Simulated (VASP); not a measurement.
Write the native input for VASP 6.6.1 that does the following.

```yaml
Task: single point
Functional: r2SCAN
Potentials_or_basis: VASP PAW PBE potentials, release 64 (W_sv, C_h)
Cutoff: 910 eV
k_mesh: 18 × 18 × 14
Occupations: gaussian, width 0.1 eV
Spin: no spin polarisation
Dipole_correction: no
Further_INCAR_settings: ALGO = Normal; EDIFF = 1e-06; NBANDS = 16
```

Crystal: WC.

```
CELL_PARAMETERS angstrom
2.91210 0.00000 0.00000
-1.45605 2.52195 0.00000
0.00000 0.00000 2.83611
ATOMIC_POSITIONS crystal
W 0.00000 0.00000 0.00000
C 0.66667 0.33333 0.50000
```

These files were run (other wordings do the same):

POSCAR

```
WC
1.0
    2.9120972980      0.0000000000      0.0000000000
   -1.4560486490      2.5219502384      0.0000000000
    0.0000000000      0.0000000000      2.8361125444
W C
1 1
Direct
    0.0000000000      0.0000000000      0.0000000000
    0.6666666667      0.3333333333      0.5000000000
```

INCAR.step1

```
SYSTEM = WC
PREC     = Accurate       ! precision mode
ENCUT    = 910            ! plane-wave cutoff, eV
ISMEAR   = 0              ! smearing method
SIGMA    = 0.1            ! smearing width, eV
LREAL    = .False.        ! projectors in reciprocal space
LASPH    = .True.         ! aspherical terms in the spheres
NELM     = 120            ! most SCF steps
NBANDS   = 16             ! bands
GGA      = PE             ! functional
ALGO     = Normal         ! electronic algorithm
EDIFF    = 1E-5           ! SCF threshold, eV
LWAVE    = .True.         ! write WAVECAR
LCHARG   = .False.        ! write CHGCAR
GGA_COMPAT= .False.
```

INCAR.step2

```
SYSTEM = WC
PREC     = Accurate       ! precision mode
ENCUT    = 910            ! plane-wave cutoff, eV
EDIFF    = 1E-6           ! SCF threshold, eV
ISMEAR   = 0              ! smearing method
SIGMA    = 0.1            ! smearing width, eV
LREAL    = .False.        ! projectors in reciprocal space
LASPH    = .True.         ! aspherical terms in the spheres
NELM     = 120            ! most SCF steps
ALGO     = Normal         ! electronic algorithm
ISIF     = 2              ! what is computed and relaxed
LWAVE    = .False.        ! write WAVECAR
LCHARG   = .True.         ! write CHGCAR
METAGGA  = R2SCAN         ! meta-GGA
LMIXTAU  = .True.       
LELF     = .True.         ! ELF
LVHAR    = .True.       
NBANDS   = 16             ! bands
ISTART   = 1            
GGA_COMPAT= .False.
```

KPOINTS

```
regular mesh
0
Gamma
  18 18 14
  0 0 0
```

Potentials or basis: VASP PAW PBE potentials, release 64 (W_sv, C_h).

Launch:

```sh
$ cat potpaw_PBE.64/W_sv/POTCAR potpaw_PBE.64/C_h/POTCAR > POTCAR
$ cp INCAR.step1 INCAR
$ mpirun -np 1 vasp_std > vasp.out
$ cp INCAR.step2 INCAR
$ mpirun -np 1 vasp_std > vasp.out
```

It gave:

```json
{"Pressure": "1.8 GPa", "Band gap on the k mesh": "zero (bands 9 and 10 overlap by 1.32 eV)"}
```

Caveat: the cutoff is under 1.25 times the usual one of these potentials, so pressure, stress and relaxed cells hold a basis-set (Pulay) error; the PAW data sets were made with another functional, which shifts forces and pressure a little; spin-orbit coupling is left out, which moves the levels of the heavy elements.

Run time: 8.4 min on 1 thread of Intel(R) Xeon(R) Platinum 8375C CPU @ 2.90GHz (Ice Lake), with other jobs on the host, peak memory 0.35 GiB.
